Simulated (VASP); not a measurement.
A run of VASP 6.6.1 is set up as follows.

Contents of INCAR:

```
SYSTEM = CaMg7
  PREC = Accurate
  ENCUT = 520
  EDIFF = 1E-6
  ISMEAR = -1
  SIGMA = 0.1
  LREAL = .FALSE.
  LASPH = .TRUE.
  NELM = 80
  ALGO = Normal
  ISIF = 2
  LWAVE = .FALSE.
  LCHARG = .FALSE.
  GGA = PS
  NBANDS = 22
```

File KPOINTS:

```
Automatic mesh
0
G
  4 4 4
  0 0 0
```

POSCAR

```
CaMg7
1.0
    6.6477290000      0.0000000000      0.0000000000
   -3.3238640000      5.7571020000      0.0000000000
    0.0000000000      0.0000000000      5.2575630000
Ca Mg
1 7
Direct
    0.0000000000      0.0000000000      0.5000000000
    0.0046280000      0.5023140000      0.5000000000
    0.4976860000      0.5023140000      0.5000000000
    0.4976860000      0.9953720000      0.5000000000
    0.1701980000      0.3403960000      0.0000000000
    0.1701980000      0.8298020000      0.0000000000
    0.6596040000      0.8298020000      0.0000000000
    0.6666666667      0.3333333333      0.0000000000
```

Potentials or basis: VASP PAW PBE potentials, release 64 (Ca_sv, Mg).

The run is started by

```bash
$ cat potpaw_PBE.64/Ca_sv/POTCAR potpaw_PBE.64/Mg/POTCAR > POTCAR
$ mpirun -np 1 vasp_std > vasp.out
```

Task: Estimate the largest force.

Result: 0.081 eV/Å.

Task: Estimate the pressure.

Result: -0.8 GPa.

Forces on the atoms (eV/Å):
```
Ca   0.000  0.000  0.000
Mg   0.027  0.016  0.000
Mg  -0.027  0.016  0.000
Mg   0.000 -0.031  0.000
Mg   0.000  0.081  0.000
Mg   0.070 -0.040  0.000
Mg  -0.070 -0.040  0.000
Mg   0.000  0.000  0.000
```

Caveat: the PAW data sets were made with another functional, which shifts forces and pressure a little.
